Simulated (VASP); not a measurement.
A run of VASP 6.6.1:

File INCAR:

```
SYSTEM = Cd
PREC = Accurate
ENCUT = 520
EDIFF = 1E-6
ISMEAR = -1
SIGMA = 0.05
LREAL = .FALSE.
LASPH = .TRUE.
NELM = 80
ALGO = Normal
ISIF = 2
LWAVE = .FALSE.
LCHARG = .FALSE.
GGA = CA
NBANDS = 19
```

The input KPOINTS:

```
Automatic mesh
0
G
  10 10 5
  0 0 0
```

The input POSCAR:

```
Cd
1.0
    2.9180596717      0.0000000000      0.0000000000
   -1.4590298358      2.5271138055      0.0000000000
    0.0000000000      0.0000000000      5.5029719036
Cd
2
Direct
    0.6666666667      0.3333333333      0.7500000000
    0.3333333333      0.6666666667      0.2500000000
```

Potentials or basis: VASP PAW LDA potentials, release 64 (Cd).

Launch:

```sh
$ cat potpaw_LDA.64/Cd/POTCAR > POTCAR
$ mpirun -np 1 vasp_std > vasp.out
```

Hardware: 1 thread of AMD EPYC 9R14 (Zen 4) (shared host).

Task: Estimate the wall time of this run.

Result: It took 15 s on 1 thread of AMD EPYC 9R14 (Zen 4), with other jobs on the host, peak memory 0.13 GiB. Counts: scf iterations 11, k points 42.
